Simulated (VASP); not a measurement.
# B in VASP: further runs

The runs below take B through single point, relaxation of cell and atoms, with PBE.

Program: VASP 6.6.1. These are calculated values, not measurements. Logs are shortened: lines on timing, memory, paths and dates and some standing lists are left out, and cuts for length are marked.

### 1 The cell of the first run

It takes space group Cmcm (No. 63, orthorhombic). The conventional cell has a = 2.077 Å, b = 2.935 Å, c = 4.321 Å, α = 90.00°, β = 90.00°, γ = 90.00°. B (site symmetry m2m) has 8 B at 1.80 to 2.16 Å within 2.4 Å.

### 2 Single point, PBE

Input file INCAR:

```
PREC     = Accurate       # precision mode
ENCUT    = 520            # plane-wave cutoff, eV
EDIFF    = 1E-7           # SCF threshold, eV
ISMEAR   = 0              # smearing method
SIGMA    = 0.1            # smearing width, eV
LREAL    = F              # projectors in reciprocal space
LASPH    = T              # aspherical terms in the spheres
NELM     = 60             # most SCF steps
ALGO     = Normal         # electronic algorithm
ISIF     = 2              # what is computed and relaxed
LWAVE    = F              # write WAVECAR
LCHARG   = T              # write CHGCAR
GGA      = PE             # functional
LELF     = T              # ELF
LVHAR    = T            
NBANDS   = 22             # bands
```

Input file KPOINTS:

```
regular mesh
0
Gamma
  8 8 6
```

Input file POSCAR:

```
B
1.0
    2.0766756674     -2.9345423855      0.0000000000
    2.0766756674      2.9345423855      0.0000000000
    0.0000000000      0.0000000000      4.3205033588
B
8
Direct
    0.2493756521      0.2506243479      0.2500000000
    0.2493756521      0.7506243479      0.2500000000
    0.7493756521      0.2506243479      0.2500000000
    0.7493756521      0.7506243479      0.2500000000
    0.2506243479      0.2493756521      0.7500000000
    0.2506243479      0.7493756521      0.7500000000
    0.7506243479      0.2493756521      0.7500000000
    0.7506243479      0.7493756521      0.7500000000
```

Potentials or basis: VASP PAW PBE potentials, release 64 (B).

Command:

```sh
$ cat potpaw_PBE.64/B/POTCAR > POTCAR
$ mpirun -np 1 vasp_std > vasp.out
```

OUTCAR:

```text
PREC = Accurate
   ENCUT = 520
   EDIFF = 1E-7
   ISMEAR = 0
   LREAL = F
   LASPH = T
   NELM = 60
   ISIF = 2
   GGA = PE

 ion  position               nearest neighbor table
   1  0.249  0.251  0.250-   2 1.80   3 1.80   2 1.80   3 1.80   4 2.08   4 2.08   5 2.16   5 2.16

   2  0.249  0.751  0.250-   1 1.80   4 1.80   1 1.80   4 1.80   3 2.08   3 2.08   6 2.16   6 2.16

   3  0.749  0.251  0.250-   1 1.80   4 1.80   4 1.80   1 1.80   2 2.08   2 2.08   7 2.16   7 2.16

   4  0.749  0.751  0.250-   2 1.80   3 1.80   3 1.80   2 1.80   1 2.08   1 2.08   8 2.16   8 2.16

   5  0.251  0.249  0.750-   6 1.80   7 1.80   6 1.80   7 1.80   8 2.08   8 2.08   1 2.16   1 2.16

   6  0.251  0.749  0.750-   5 1.80   8 1.80   5 1.80   8 1.80   7 2.08   7 2.08   2 2.16   2 2.16

   7  0.751  0.249  0.750-   5 1.80   8 1.80   8 1.80   5 1.80   6 2.08   6 2.08   3 2.16   3 2.16

   8  0.751  0.749  0.750-   6 1.80   7 1.80   7 1.80   6 1.80   5 2.08   5 2.08   4 2.16   4 2.16

  LATTYP: Found a base centered orthorhombic cell.
 ALAT       =     4.1533513348
 B/A-ratio  =     1.4130961476
 C/A-ratio  =     1.0402450962

  Lattice vectors:

 A1 = (   2.0766756674,  -2.9345423855,   0.0000000000)
 A2 = (   2.0766756674,   2.9345423855,   0.0000000000)
 A3 = (   0.0000000000,   0.0000000000,   4.3205033588)

Analysis of symmetry for initial positions (statically):
=====================================================================
 Subroutine PRICEL returns following result:

  LATTYP: Found a base centered orthorhombic cell.
 ALAT       =     2.0766756674
 B/A-ratio  =     1.4130961476
 C/A-ratio  =     2.0804901924

  Lattice vectors:

 A1 = (   1.0383378337,  -1.4672711927,   0.0000000000)
 A2 = (   1.0383378337,   1.4672711927,   0.0000000000)
 A3 = (   0.0000000000,   0.0000000000,   4.3205033588)

   4 primitive cells build up your supercell.

 Routine SETGRP: Setting up the symmetry group for a
 base centered orthorhombic supercell.

 Subroutine GETGRP returns: Found  8 space group operations
 (whereof  4 operations were pure point group operations)
 out of a pool of  8 trial point group operations.

The static configuration has the point symmetry C_2h.
 The point group associated with its full space group is D_2h.

Analysis of symmetry for dynamics (positions and initial velocities):
=====================================================================
 Subroutine PRICEL returns following result:

  LATTYP: Found a base centered orthorhombic cell.
 ALAT       =     2.0766756674
 B/A-ratio  =     1.4130961476
 C/A-ratio  =     2.0804901924

  Lattice vectors:

 A1 = (   1.0383378337,  -1.4672711927,   0.0000000000)
 A2 = (   1.0383378337,   1.4672711927,   0.0000000000)
 A3 = (   0.0000000000,   0.0000000000,   4.3205033588)

   4 primitive cells build up your supercell.

 Routine SETGRP: Setting up the symmetry group for a
 base centered orthorhombic supercell.

 Subroutine GETGRP returns: Found  8 space group operations
 (whereof  4 operations were pure point group operations)
 out of a pool of  8 trial point group operations.

The dynamic configuration has the point symmetry C_2h.
 The point group associated with its full space group is D_2h.

 Subroutine INISYM returns: Found  8 space group operations
 (whereof  4 operations are pure point group operations),
 and found     4 'primitive' translations

----------------------------------------------------------------------------------------

                                     Primitive cell

  volume of cell :      13.1648

  direct lattice vectors                    reciprocal lattice vectors
     1.038337834 -1.467271193  0.000000000     0.481538844 -0.340768634  0.000000000
     1.038337834  1.467271193  0.000000000     0.481538844  0.340768634  0.000000000
     0.000000000  0.000000000  4.320503359     0.000000000  0.000000000  0.231454513

  length of vectors
     1.797506665  1.797506665  4.320503359     0.589917723  0.589917723  0.231454513

  position of ions in fractional coordinates (direct lattice)
     0.498751304  0.501248696  0.250000000
     0.501248696  0.498751304  0.750000000

  ion indices of the primitive-cell ions
   primitive index   ion index
                 1           1
                 2           5

----------------------------------------------------------------------------------------

 KPOINTS: regular mesh

Automatic generation of k-mesh.
 Grid dimensions read from file:
 generate k-points for:    8    8    6

 Generating k-lattice:

  Cartesian coordinates                     Fractional coordinates (reciprocal lattice)
     0.030096178 -0.021298040  0.000000000     0.125000000  0.000000000  0.000000000
     0.030096178  0.021298040  0.000000000     0.000000000  0.125000000  0.000000000
     0.000000000  0.000000000  0.038575752     0.000000000  0.000000000  0.166666667

  Length of vectors
     0.036869858  0.036869858  0.038575752

  Shift w.r.t. Gamma in fractional coordinates (k-lattice)
     0.000000000  0.000000000  0.000000000

 Subroutine IBZKPT returns following result:
 ===========================================

 Found     84 irreducible k-points:

 Following reciprocal coordinates:
            Coordinates               Weight
  0.000000  0.000000  0.000000      1.000000
  0.125000  0.000000  0.000000      4.000000
  0.250000  0.000000  0.000000      4.000000
  0.375000  0.000000  0.000000      4.000000
  0.500000  0.000000  0.000000      2.000000
  0.125000  0.125000  0.000000      2.000000
[... 16 lines left out ...]
  0.125000  0.000000  0.166667      8.000000
  0.250000  0.000000  0.166667      8.000000
 [... further k-points ...]
   k-points           NKPTS =     84   k-points in BZ     NKDIM =     84   number of bands    NBANDS=     22
   number of dos      NEDOS =    301   number of ions     NIONS =      8
   total plane-waves  NPLWV =  25088
   dimension x,y,z NGX =    28 NGY =   28 NGZ =   32
   dimension x,y,z NGXF=    56 NGYF=   56 NGZF=   64
   ions per type =               8
   NGX,Y,Z   is equivalent  to a cutoff of  12.95, 12.95, 12.31 a.u.
   NGXF,Y,Z  is equivalent  to a cutoff of  25.90, 25.90, 24.63 a.u.
 SYSTEM =  unknown system
   PREC   = accura    normal or accurate (medium, high low for compatibility)
   ISTART =      0    job   : 0-new  1-cont  2-samecut
   ICHARG =      2    charge: 1-file 2-atom 10-const
   ISPIN  =      1    spin polarized calculation?
   LNONCOLLINEAR =      F non collinear calculations
   LSORBIT =      F    spin-orbit coupling
   LASPH  =      T    aspherical Exc in radial PAW
   ENCUT  =  520.0 eV  38.22 Ry    6.18 a.u.   6.68  6.68  8.03*2*pi/ulx,y,z
   NELM   =     60;   NELMIN=  2; NELMDL= -5     # of ELM steps
   EDIFF  = 0.1E-06   stopping-criterion for ELM
   LREAL  =      F    real-space projection
   EDIFFG = 0.1E-05   stopping-criterion for IOM
   NSW    =      0    number of steps for IOM
   IBRION =     -1    ionic relax: 0-MD 1-quasi-New 2-CG
   NFREE  =      0    steps in history (QN), initial steepest desc. (CG)
   ISIF   =      2    stress and relaxation
   ISYM   =      2    0-nonsym 1-usesym 2-fastsym
   POTIM  = 0.5000    time-step for ionic-motion
   TEBEG  =    0.0;   TEEND  =   0.0 temperature during run
   PSTRESS=    0.0 pullay stress
   NELECT =      24.0000    total number of electrons
   NUPDOWN=      -1.0000    fix difference up-down
   EMIN   =  10.00;   EMAX   =-10.00  energy-range for DOS
   EFERMI =   0.00;   METHOD = LEGACY
   ISMEAR =     0;   SIGMA  =   0.10  broadening in eV -4-tet -1-fermi 0-gaus
   EFERMI_NEDOS =   21; number of points for ismear=-14 and -15
   IALGO  =     38    algorithm
   IMIX   =      4    mixing-type and parameters
     AMIX     =   0.40;   BMIX     =  1.00
     AMIX_MAG =   1.60;   BMIX_MAG =  1.00
  volume/ion in A,a.u.               =       6.58        44.42
  Fermi-wavevector in a.u.,A,eV,Ry     =   1.259856  2.380782 21.595659  1.587236
  Thomas-Fermi vector in A             =   2.393394
   LORBIT       =      0    0 simple, 1 ext, 2 COOP (PROOUT), +10 PAW based schemes
   GGA     = PE    functional components
   LHFCALC =     F    Hartree Fock is set to
   AEXX    =    0.0000 exact exchange contribution
   IVDW    =     0    specifies the selected vdW correction
   LEPSILON=     F    determine dielectric tensor
   LRPA    =     F    only Hartree local field effects (RPA)
 non-spin polarized calculation
 Gauss-broadening in eV      SIGMA  =   0.10
  energy-cutoff  :      520.00
  volume of cell :       52.66
 maximum number of plane-waves:      1441
   NGX = 13   NGY = 13   NGZ = 17

 number of electron      24.0000000 magnetization

 Free energy of the ion-electron system (eV)
  ---------------------------------------------------
  ext. energy  EPLUGINS =         0.00000000
  ---------------------------------------------------
  free energy    TOTEN  =       -45.70386759 eV

  energy without entropy =      -45.69304946  energy(sigma->0) =      -45.69845852

 E-fermi :   8.0132     XC(G=0): -12.4113

 val. band max:        8.0121517013   @ k =   0.2500   0.0000   0.1667
 cond. band min:       8.0483206187   @ k =   0.5000   0.2500   0.5000
 fundamental gap:      0.0361689174
 Fermi energy:         8.0131630156

 k-point     1 :       0.0000    0.0000    0.0000
  band No.  band energies     occupation
      1      -8.8521      2.00000
      2      -2.8155      2.00000
      3      -1.6337      2.00000
      4      -0.5642      2.00000
      5      -0.5642      2.00000
      6       1.7914      2.00000
[... 14 lines left out ...]
     21      15.5984      0.00000
     22      16.2990      0.00000

 k-point     2 :       0.1250    0.0000    0.0000
  band No.  band energies     occupation
      1      -8.6927      2.00000
      2      -2.6903      2.00000
      3      -1.5652      2.00000
      4      -1.4416      2.00000
      5      -0.5469      2.00000
      6       1.5831      2.00000
[... 14 lines left out ...]
     21      15.9345      0.00000
     22      16.9210      0.00000

 k-point     3 :       0.2500    0.0000    0.0000
  band No.  band energies     occupation
      1      -8.2153      2.00000
      2      -3.2905      2.00000
      3      -2.3165      2.00000
      4      -0.8672      2.00000
      5      -0.4670      2.00000
      6       1.0919      2.00000
[... 14 lines left out ...]
     21      16.9045      0.00000
     22      18.7026      0.00000

 k-point     4 :       0.3750    0.0000    0.0000
  band No.  band energies     occupation
      1      -7.4229      2.00000
      2      -4.9303      2.00000
      3      -1.6996      2.00000
      4      -0.2734      2.00000
      5       0.0832      2.00000
      6       0.1847      2.00000
[... 14 lines left out ...]
     21      17.3658      0.00000
     22      17.7474      0.00000

 k-point     5 :       0.5000    0.0000    0.0000
  band No.  band energies     occupation
      1      -6.3225      2.00000
      2      -6.3225      2.00000
      3      -0.8543      2.00000
      4      -0.8543      2.00000
      5       0.0647      2.00000
      6       0.0647      2.00000
[... 417 lines left out ...]
 k-point    22 :       0.0000    0.0000    0.1667
  band No.  band energies     occupation
      1      -8.6689      2.00000
      2      -4.3171      2.00000
      3      -0.3995      2.00000
      4      -0.3995      2.00000
      5       0.2212      2.00000
      6       1.9455      2.00000
[... 14 lines left out ...]
     21      16.3637      0.00000
     22      16.4565      0.00000

 k-point    23 :       0.1250    0.0000    0.1667
  band No.  band energies     occupation
      1      -8.5096      2.00000
      2      -4.1660      2.00000
      3      -1.3965      2.00000
      4      -0.3819      2.00000
      5       0.3868      2.00000
      6       1.7395      2.00000
[... 14 lines left out ...]
     21      16.7099      0.00000
     22      17.7312      0.00000

 k-point    24 :       0.2500    0.0000    0.1667
  band No.  band energies     occupation
      1      -8.0325      2.00000
      2      -3.7168      2.00000
      3      -3.1163      2.00000
      4      -0.3013      2.00000
      5       0.6056      2.00000
      6       0.8832      2.00000
[... 14 lines left out ...]
     21      17.6873      0.00000
     22      17.7528      0.00000

 [... further k-points ...]

------------------------ aborting loop because EDIFF is reached ----------------------------------------

  FORCE on cell =-STRESS in cart. coord.  units (eV):
  Direction    XX          YY          ZZ          XY          YZ          ZX
  --------------------------------------------------------------------------------------
  -------------------------------------------------------------------------------------
  Total        0.2024562     -0.0832220      0.0050574      0.0000000     -0.0000000      0.0000000
  in kB        6.1598223     -2.5320664      0.1538728      0.0000000     -0.0000000      0.0000000
  external PRESSURE =       1.2605429 kB  Pullay stress =       0.0000000 kB

 VOLUME and BASIS-vectors are now :
 -----------------------------------------------------------------------------
  energy-cutoff  :      520.00
  volume of cell :       52.66
      direct lattice vectors                 reciprocal lattice vectors
     2.076675667 -2.934542385  0.000000000     0.240769422 -0.170384317  0.000000000
     2.076675667  2.934542385  0.000000000     0.240769422  0.170384317  0.000000000
     0.000000000  0.000000000  4.320503359     0.000000000  0.000000000  0.231454513

 POSITION                                       TOTAL-FORCE (eV/Angst)
 -----------------------------------------------------------------------------------
      1.03834      0.00366      1.08013         0.000000     -0.000562     -0.000000
      2.07668      1.47094      1.08013         0.000000     -0.000562      0.000000
      2.07668     -1.46361      1.08013         0.000000     -0.000562      0.000000
      3.11501      0.00366      1.08013         0.000000     -0.000562     -0.000000
      1.03834     -0.00366      3.24038         0.000000      0.000562     -0.000000
      2.07668      1.46361      3.24038         0.000000      0.000562     -0.000000
      2.07668     -1.47094      3.24038         0.000000      0.000562      0.000000
      3.11501     -0.00366      3.24038         0.000000      0.000562      0.000000
 -----------------------------------------------------------------------------------
    total drift:                                0.000000      0.000000      0.000000

  FREE ENERGIE OF THE ION-ELECTRON SYSTEM (eV)
  ---------------------------------------------------
  free  energy   TOTEN  =       -45.7038675857 eV

  energy  without entropy=      -45.6930494594  energy(sigma->0) =      -45.69845852
```

Run time: 43 s. Hardware: 1 thread of AMD EPYC 9R45 (Zen 5), shared host; peak memory 0.17 GiB.

Results:

- Free energy: -45.7039 eV
- Pressure: 0.1 GPa
- Band gap on the k mesh: zero (bands 12 and 13 overlap by 3.39 eV)

(Part 1 of 2 ends here.)

The gap in the log of VASP goes by the Fermi energy; the results here count the filled bands.